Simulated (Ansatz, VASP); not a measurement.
## GaP in VASP and in Ansatz

Contents of POSCAR:

```
GaP
1.0
    0.0000000000      2.7253992874      2.7526532803
    2.7253992874      0.0000000000      2.7526532803
    2.7253992874      2.7253992874      0.0000000000
Ga P
1 1
Direct
    0.0000000000      0.0000000000      0.0000000000
    0.2500000000      0.2500000000      0.2500000000
```

The input INCAR.step1:

```
ALGO     = Normal         # electronic algorithm
EDIFF    = 1E-4           # SCF threshold, eV
ENCUT    = 520            # plane-wave cutoff, eV
GGA      = PE             # functional
ISMEAR   = 0              # smearing method
LASPH    = T              # aspherical terms in the spheres
LCHARG   = F              # write CHGCAR
LREAL    = F              # projectors in reciprocal space
LWAVE    = T              # write WAVECAR
NBANDS   = 16             # bands
NELM     = 60             # most SCF steps
PREC     = Accurate       # precision mode
SIGMA    = 0.01           # smearing width, eV
```

INCAR.step2

```
ALGO     = Normal         # electronic algorithm
EDIFF    = 1E-6           # SCF threshold, eV
ENCUT    = 520            # plane-wave cutoff, eV
ISIF     = 2              # what is computed and relaxed
ISMEAR   = 0              # smearing method
ISTART   = 1            
LASPH    = T              # aspherical terms in the spheres
LCHARG   = F              # write CHGCAR
LMIXTAU  = T            
LREAL    = F              # projectors in reciprocal space
LWAVE    = F              # write WAVECAR
METAGGA  = R2SCAN         # meta-GGA
NBANDS   = 16             # bands
NELM     = 60             # most SCF steps
PREC     = Accurate       # precision mode
SIGMA    = 0.01           # smearing width, eV
```

File KPOINTS:

```
k-points
0
Gamma
  8 8 8
```

Input for Ansatz:

```yaml
crystal:
  lattice:
    - [0.0, 2.7253992874, 2.7526532803]
    - [2.7253992874, 0.0, 2.7526532803]
    - [2.7253992874, 2.7253992874, 0.0]
  atoms:
    - { symbol: Ga, position: [0.0, 0.0, 0.0] }
    - { symbol: P, position: [0.25, 0.25, 0.25] }
kpoints:
  mp_grid: { grid: [8, 8, 8] }
  band_path:
    path:
      - [0.0, 0.0, 0.0]
      - [-0.5, -0.5, 0.0]
      - [-0.375, -0.375, 0.25]
      - [-0.375, 0.0, 0.375]
      - [0.0, 0.0, 0.5]
      - [-0.5, -0.25, 0.25]
      - [0.0, 0.424479, 0.424479]
    npoints: 1
hamiltonian:
  xc: r2scan
scf:
  occupations: { method: fixed }
  n_extra_bands: 4
output:
  forces: true
  stress: true
  eigenvalues: true
  write_density: true
  write_potential: true
  elf: true
  volumetric_format: npy
```

Change from the starting cell: uniaxial_z strain +1.0%.

Alike in both runs: task single point; functional r2SCAN; k mesh 8 × 8 × 8; no spin polarisation.

|  | VASP | Ansatz |
| --- | --- | --- |
| version | VASP 6.6.1 | Ansatz 0.2.0 |
| potentials or method | VASP PAW PBE potentials, release 64 (Ga_d, P) | plane waves, PAW |
| plane-wave cutoff (eV) | 520 | 500 |
| occupations | gaussian, width 0.01 eV | fixed |
| valence electrons in the cell | 18 | 18 |

Ansatz gave:

| Item | Value |
| --- | --- |
| gap on the k mesh at the Fermi level (eV) | 1.86 |
| pressure (GPa) | -0.8 |
| traceless stress, the component that is largest in VASP (GPa) | -0.55 |

Task: What did VASP give for the same quantities?

Result: gap on the k mesh at the Fermi level (eV): 1.87; pressure (GPa): -0.9; traceless stress, the component that is largest in VASP (GPa): -0.54.

VASP's potentials were made for PBE, not for r2SCAN.
